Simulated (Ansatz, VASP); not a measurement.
**Sb in VASP and in Ansatz**

```
Sb
1.0
     2.14947    1.24100    3.63235
    -2.14947    1.24100    3.63235
     0.00000   -2.48199    3.63235
Sb
2
Cartesian
  0.0000 0.0000 2.5911
  0.0000 0.0000 8.3060
```

Alike in both runs: task single point; functional PBE; dispersion D3(BJ); k mesh 12 × 12 × 12; occupations fermi-dirac, width 0.1 eV; no spin polarisation.

|  | VASP | Ansatz |
| --- | --- | --- |
| version | VASP 6.6.1 | Ansatz 0.2.0 |
| potentials or method | VASP PAW PBE potentials, release 64 (Sb), cutoff 520 eV | scalar-relativistic, plane waves, PAW |
| valence electrons in the cell | 10 | 30 |

Ansatz gave:

```
gap on the k mesh at the Fermi level (eV) : none
pressure (GPa)                            : 1.0
rms of the force components (eV/Å)        : 0.000
```

What did VASP give for the same quantities?

gap on the k mesh at the Fermi level (eV): none; pressure (GPa): 1.1; rms of the force components (eV/Å): 0.021.

Atom by atom the forces differ by 0.021 eV/Å (rms over components). A gap of «none» marks a metal or a gap that the smearing closes. VASP's potentials hold 10 valence electrons a cell and Ansatz's 30, so a difference there can come from the potentials and not from the codes.

Spin-orbit coupling is off throughout.
